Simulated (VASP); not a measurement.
# ScNb (P-6m2) in VASP: further runs

The runs below take ScNb through single point, with PBE.

Program: VASP 6.6.1. These are calculated values, not measurements. Logs are shortened: lines on timing, memory, paths and dates and some standing lists are left out, and cuts for length are marked.

### 1 The cell of the first run

It takes space group P-6m2 (No. 187, hexagonal). The conventional cell has a = 3.066 Å, b = 3.066 Å, c = 5.072 Å, α = 90.00°, β = 90.00°, γ = 120.00°. Within 4.0 Å of Nb (site symmetry -6m2) lie 6 Nb at 3.07 Å and 6 Sc at 3.09 Å. Within 4.0 Å of Sc (site symmetry -6m2) lie 6 Sc at 3.07 Å and 6 Nb at 3.09 Å.

### 2 Single point, PBE

Contents of INCAR:

```
ALGO = Normal
EDIFF = 1E-6
ENCUT = 520
GGA = PE
ISIF = 2
ISMEAR = -1
LASPH = T
LCHARG = F
LREAL = F
LWAVE = F
NBANDS = 19
NELM = 100
PREC = Accurate
SIGMA = 0.05
```

Contents of KPOINTS:

```
k-points
0
Gamma
  10 10 5
```

Contents of POSCAR:

```
ScNb
1.0
    3.0656443612      0.0000000000      0.0000000000
   -1.5328221806      2.6549258957      0.0000000000
    0.0000000000      0.0000000000      5.0721940000
Nb Sc
1 1
Direct
    0.3333333333      0.6666666667      0.5000000000
    0.0000000000      0.0000000000      0.0000000000
```

Potentials or basis: VASP PAW PBE potentials, release 64 (Nb_sv, Sc_sv).

On the command line:

```console
cat potpaw_PBE.64/Nb_sv/POTCAR potpaw_PBE.64/Sc_sv/POTCAR > POTCAR
mpirun -np 1 vasp_std > vasp.out
```

OUTCAR:

```text
EDIFF = 1E-6
   ENCUT = 520
   GGA = PE
   ISIF = 2
   ISMEAR = -1
   LASPH = T
   LREAL = F
   NELM = 100
   PREC = Accurate

 ion  position               nearest neighbor table
   1  0.333  0.667  0.500-   2 3.09   2 3.09   2 3.09   2 3.09   2 3.09   2 3.09
   2  0.000  0.000  0.000-   1 3.09   1 3.09   1 3.09   1 3.09   1 3.09   1 3.09

  LATTYP: Found a hexagonal cell.
 ALAT       =     3.0656443612
 C/A-ratio  =     1.6545278585

  Lattice vectors:

 A1 = (   3.0656443612,   0.0000000000,   0.0000000000)
 A2 = (  -1.5328221806,   2.6549258957,   0.0000000000)
 A3 = (   0.0000000000,   0.0000000000,   5.0721940000)

Analysis of symmetry for initial positions (statically):
=====================================================================
 Subroutine PRICEL returns:
 Original cell was already a primitive cell.

 Routine SETGRP: Setting up the symmetry group for a
 hexagonal supercell.

 Subroutine GETGRP returns: Found 12 space group operations
 (whereof 12 operations were pure point group operations)
 out of a pool of 24 trial point group operations.

The static configuration has the point symmetry D_3h.

Analysis of symmetry for dynamics (positions and initial velocities):
=====================================================================
 Subroutine PRICEL returns:
 Original cell was already a primitive cell.

 Routine SETGRP: Setting up the symmetry group for a
 hexagonal supercell.

 Subroutine GETGRP returns: Found 12 space group operations
 (whereof 12 operations were pure point group operations)
 out of a pool of 24 trial point group operations.

The dynamic configuration has the point symmetry D_3h.

 Subroutine INISYM returns: Found 12 space group operations
 (whereof 12 operations are pure point group operations),
 and found     1 'primitive' translations

----------------------------------------------------------------------------------------

                                     Primitive cell

  volume of cell :      41.2829

  direct lattice vectors                    reciprocal lattice vectors
     3.065644361  0.000000000  0.000000000     0.326195697  0.188329174  0.000000000
    -1.532822181  2.654925896  0.000000000     0.000000000  0.376658347  0.000000000
     0.000000000  0.000000000  5.072194000     0.000000000  0.000000000  0.197153342

  length of vectors
     3.065644361  3.065644361  5.072194000     0.376658347  0.376658347  0.197153342

  position of ions in fractional coordinates (direct lattice)
     0.333333333  0.666666667  0.500000000
     0.000000000  0.000000000  0.000000000

  ion indices of the primitive-cell ions
   primitive index   ion index
                 1           1
                 2           2

----------------------------------------------------------------------------------------

 KPOINTS: k-points

Automatic generation of k-mesh.
 Grid dimensions read from file:
 generate k-points for:   10   10    5

 Generating k-lattice:

  Cartesian coordinates                     Fractional coordinates (reciprocal lattice)
     0.032619570  0.018832917  0.000000000     0.100000000  0.000000000  0.000000000
     0.000000000  0.037665835  0.000000000     0.000000000  0.100000000  0.000000000
     0.000000000  0.000000000  0.039430668     0.000000000  0.000000000  0.200000000

  Length of vectors
     0.037665835  0.037665835  0.039430668

  Shift w.r.t. Gamma in fractional coordinates (k-lattice)
     0.000000000  0.000000000  0.000000000

 Subroutine IBZKPT returns following result:
 ===========================================

 Found     42 irreducible k-points:

 Following reciprocal coordinates:
            Coordinates               Weight
  0.000000  0.000000  0.000000      1.000000
  0.100000 -0.000000  0.000000      6.000000
  0.200000 -0.000000  0.000000      6.000000
  0.300000 -0.000000  0.000000      6.000000
  0.400000 -0.000000  0.000000      6.000000
  0.500000 -0.000000  0.000000      3.000000
[... 16 lines left out ...]
  0.300000  0.100000  0.200000     24.000000
  0.400000  0.100000  0.200000     24.000000
 [... further k-points ...]
   k-points           NKPTS =     42   k-points in BZ     NKDIM =     42   number of bands    NBANDS=     19
   number of dos      NEDOS =    301   number of ions     NIONS =      2
   total plane-waves  NPLWV =  23040
   dimension x,y,z NGX =    24 NGY =   24 NGZ =   40
   dimension x,y,z NGXF=    48 NGYF=   48 NGZF=   80
   ions per type =               1   1
   NGX,Y,Z   is equivalent  to a cutoff of  13.01, 13.01, 13.11 a.u.
   NGXF,Y,Z  is equivalent  to a cutoff of  26.03, 26.03, 26.22 a.u.
 SYSTEM =  unknown system
   PREC   = accura    normal or accurate (medium, high low for compatibility)
   ISTART =      0    job   : 0-new  1-cont  2-samecut
   ICHARG =      2    charge: 1-file 2-atom 10-const
   ISPIN  =      1    spin polarized calculation?
   LNONCOLLINEAR =      F non collinear calculations
   LSORBIT =      F    spin-orbit coupling
   LASPH  =      T    aspherical Exc in radial PAW
   ENCUT  =  520.0 eV  38.22 Ry    6.18 a.u.   5.70  5.70  9.43*2*pi/ulx,y,z
   NELM   =    100;   NELMIN=  2; NELMDL= -5     # of ELM steps
   EDIFF  = 0.1E-05   stopping-criterion for ELM
   LREAL  =      F    real-space projection
   EDIFFG = 0.1E-04   stopping-criterion for IOM
   NSW    =      0    number of steps for IOM
   IBRION =     -1    ionic relax: 0-MD 1-quasi-New 2-CG
   NFREE  =      0    steps in history (QN), initial steepest desc. (CG)
   ISIF   =      2    stress and relaxation
   ISYM   =      2    0-nonsym 1-usesym 2-fastsym
   POTIM  = 0.5000    time-step for ionic-motion
   TEBEG  =    0.0;   TEEND  =   0.0 temperature during run
   PSTRESS=    0.0 pullay stress
   NELECT =      24.0000    total number of electrons
   NUPDOWN=      -1.0000    fix difference up-down
   EMIN   =  10.00;   EMAX   =-10.00  energy-range for DOS
   EFERMI =   0.00;   METHOD = LEGACY
   ISMEAR =    -1;   SIGMA  =   0.05  broadening in eV -4-tet -1-fermi 0-gaus
   EFERMI_NEDOS =   21; number of points for ismear=-14 and -15
   IALGO  =     38    algorithm
   IMIX   =      4    mixing-type and parameters
     AMIX     =   0.40;   BMIX     =  1.00
     AMIX_MAG =   1.60;   BMIX_MAG =  1.00
  volume/ion in A,a.u.               =      20.64       139.30
  Fermi-wavevector in a.u.,A,eV,Ry     =   1.366329  2.581987 25.400097  1.866854
  Thomas-Fermi vector in A             =   2.492479
   LORBIT       =      0    0 simple, 1 ext, 2 COOP (PROOUT), +10 PAW based schemes
   GGA     = PE    functional components
   LHFCALC =     F    Hartree Fock is set to
   AEXX    =    0.0000 exact exchange contribution
   IVDW    =     0    specifies the selected vdW correction
   LEPSILON=     F    determine dielectric tensor
   LRPA    =     F    only Hartree local field effects (RPA)
 non-spin polarized calculation
  energy-cutoff  :      520.00
  volume of cell :       41.28
 maximum number of plane-waves:      1128
 NGX is ok and might be reduce to    24
   NGX = 11   NGY = 11   NGZ = 19

 number of electron      24.0000000 magnetization

 Free energy of the ion-electron system (eV)
  ---------------------------------------------------
  ext. energy  EPLUGINS =         0.00000000
  ---------------------------------------------------
  free energy    TOTEN  =       -16.06518560 eV

  energy without entropy =      -16.04747253  energy(sigma->0) =      -16.05632907

 E-fermi :   7.1910     XC(G=0): -11.2143

 val. band max:        7.1844742156   @ k =   0.4000   0.2000   0.4000
 cond. band min:       7.1984046434   @ k =   0.3000   0.2000   0.4000
 fundamental gap:      0.0139304278
 Fermi energy:         7.1910220917

 k-point     1 :       0.0000    0.0000    0.0000
  band No.  band energies     occupation
      1     -47.5090      2.00000
      2     -41.8304      2.00000
      3     -23.6592      2.00000
      4     -23.1369      2.00000
      5     -23.1369      2.00000
      6     -20.4371      2.00000
[... 11 lines left out ...]
     18       9.4299      0.00000
     19      11.3404      0.00000

 k-point     2 :       0.1000   -0.0000    0.0000
  band No.  band energies     occupation
      1     -47.5004      2.00000
      2     -41.8223      2.00000
      3     -23.6461      2.00000
      4     -23.2057      2.00000
      5     -23.1529      2.00000
      6     -20.4333      2.00000
[... 11 lines left out ...]
     18       9.4776      0.00000
     19      11.4290      0.00000

 k-point     3 :       0.2000   -0.0000    0.0000
  band No.  band energies     occupation
      1     -47.4777      2.00000
      2     -41.8010      2.00000
      3     -23.6115      2.00000
      4     -23.3829      2.00000
      5     -23.1943      2.00000
      6     -20.4232      2.00000
[... 11 lines left out ...]
     18      10.0319      0.00000
     19      11.5850      0.00000

 k-point     4 :       0.3000   -0.0000    0.0000
  band No.  band energies     occupation
      1     -47.4495      2.00000
      2     -41.7746      2.00000
      3     -23.5965      2.00000
      4     -23.5684      2.00000
      5     -23.2451      2.00000
      6     -20.5632      2.00000
[... 11 lines left out ...]
     18      10.8208      0.00000
     19      11.6938      0.00000

 k-point     5 :       0.4000   -0.0000    0.0000
  band No.  band energies     occupation
      1     -47.4266      2.00000
      2     -41.7531      2.00000
      3     -23.7653      2.00000
      4     -23.5333      2.00000
      5     -23.2858      2.00000
      6     -20.6986      2.00000
[... 11 lines left out ...]
     18      11.6023      0.00000
     19      11.7429      0.00000

 k-point     6 :       0.5000   -0.0000    0.0000
  band No.  band energies     occupation
      1     -47.4178      2.00000
      2     -41.7448      2.00000
      3     -23.8288      2.00000
      4     -23.5198      2.00000
      5     -23.3012      2.00000
      6     -20.7496      2.00000
[... 11 lines left out ...]
     18      11.9888      0.00000
     19      12.6546      0.00000

 k-point     7 :       0.1000    0.1000    0.0000
  band No.  band energies     occupation
      1     -47.4847      2.00000
      2     -41.8076      2.00000
      3     -23.6222      2.00000
      4     -23.3235      2.00000
      5     -23.1867      2.00000
      6     -20.4263      2.00000
[... 11 lines left out ...]
     18       9.8911      0.00000
     19      11.4971      0.00000

 k-point     8 :       0.2000    0.1000    0.0000
  band No.  band energies     occupation
      1     -47.4593      2.00000
      2     -41.7837      2.00000
      3     -23.5834      2.00000
      4     -23.5065      2.00000
      5     -23.2452      2.00000
      6     -20.4910      2.00000
[... 256 lines left out ...]
 k-point    20 :       0.5000   -0.0000    0.2000
  band No.  band energies     occupation
      1     -47.4178      2.00000
      2     -41.7448      2.00000
      3     -23.8319      2.00000
      4     -23.5227      2.00000
      5     -23.3006      2.00000
      6     -20.7439      2.00000
[... 11 lines left out ...]
     18      11.9789      0.00000
     19      12.1995      0.00000

 k-point    21 :       0.1000    0.1000    0.2000
  band No.  band energies     occupation
      1     -47.4846      2.00000
      2     -41.8079      2.00000
      3     -23.6136      2.00000
      4     -23.3244      2.00000
      5     -23.1864      2.00000
      6     -20.4399      2.00000
[... 11 lines left out ...]
     18      10.0272      0.00000
     19      11.4139      0.00000

 k-point    22 :       0.2000    0.1000    0.2000
  band No.  band energies     occupation
      1     -47.4592      2.00000
      2     -41.7839      2.00000
      3     -23.5794      2.00000
      4     -23.5080      2.00000
      5     -23.2449      2.00000
      6     -20.4892      2.00000
[... 11 lines left out ...]
     18      10.6274      0.00000
     19      11.4547      0.00000

 k-point    23 :       0.3000    0.1000    0.2000
  band No.  band energies     occupation
      1     -47.4337      2.00000
      2     -41.7598      2.00000
      3     -23.6877      2.00000
      4     -23.5441      2.00000
      5     -23.3034      2.00000
      6     -20.6296      2.00000
[... 11 lines left out ...]
     18      11.2008      0.00000
     19      11.7909      0.00000

 k-point    24 :       0.4000    0.1000    0.2000
  band No.  band energies     occupation
      1     -47.4178      2.00000
      2     -41.7448      2.00000
      3     -23.7963      2.00000
      4     -23.5227      2.00000
      5     -23.3393      2.00000
      6     -20.7154      2.00000
[... 11 lines left out ...]
     18      11.7302      0.00000
     19      12.4276      0.00000

 [... further k-points ...]
[... 5 lines left out ...]
  --------------------------------------------------------------------------------------
  -------------------------------------------------------------------------------------
  Total       -0.0097793     -0.0097793     -0.1455127     -0.0000000      0.0000000      0.0000000
  in kB       -0.3795310     -0.3795310     -5.6473076     -0.0000000      0.0000000      0.0000000
  external PRESSURE =      -2.1354565 kB  Pullay stress =       0.0000000 kB

 VOLUME and BASIS-vectors are now :
 -----------------------------------------------------------------------------
  energy-cutoff  :      520.00
  volume of cell :       41.28
      direct lattice vectors                 reciprocal lattice vectors
     3.065644361  0.000000000  0.000000000     0.326195697  0.188329174  0.000000000
    -1.532822181  2.654925896  0.000000000     0.000000000  0.376658347  0.000000000
     0.000000000  0.000000000  5.072194000     0.000000000  0.000000000  0.197153342

 POSITION                                       TOTAL-FORCE (eV/Angst)
 -----------------------------------------------------------------------------------
     -0.00000      1.76995      2.53610         0.000000     -0.000000      0.000000
      0.00000      0.00000      0.00000         0.000000      0.000000      0.000000
 -----------------------------------------------------------------------------------
    total drift:                                0.000000     -0.000000     -0.000000

  FREE ENERGIE OF THE ION-ELECTRON SYSTEM (eV)
  ---------------------------------------------------
  free  energy   TOTEN  =       -16.0651856024 eV

  energy  without entropy=      -16.0474725330  energy(sigma->0) =      -16.05632907
```

It took 53 s on 1 thread of Intel Xeon 8259CL, shared host; peak memory 0.15 GiB.

What came out:

```yaml
Free_energy: -16.0652 eV
Pressure: -0.2 GPa
Band_gap_on_the_k_mesh: zero (bands 12 and 13 overlap by 0.89 eV)
```

Stress tensor (GPa, compression positive):
```
-0.04  0.00  0.00
 0.00 -0.04  0.00
 0.00  0.00 -0.56
```

(Part 1 of 2 ends here.)

The gap in the log of VASP goes by the Fermi energy; the results here count the filled bands.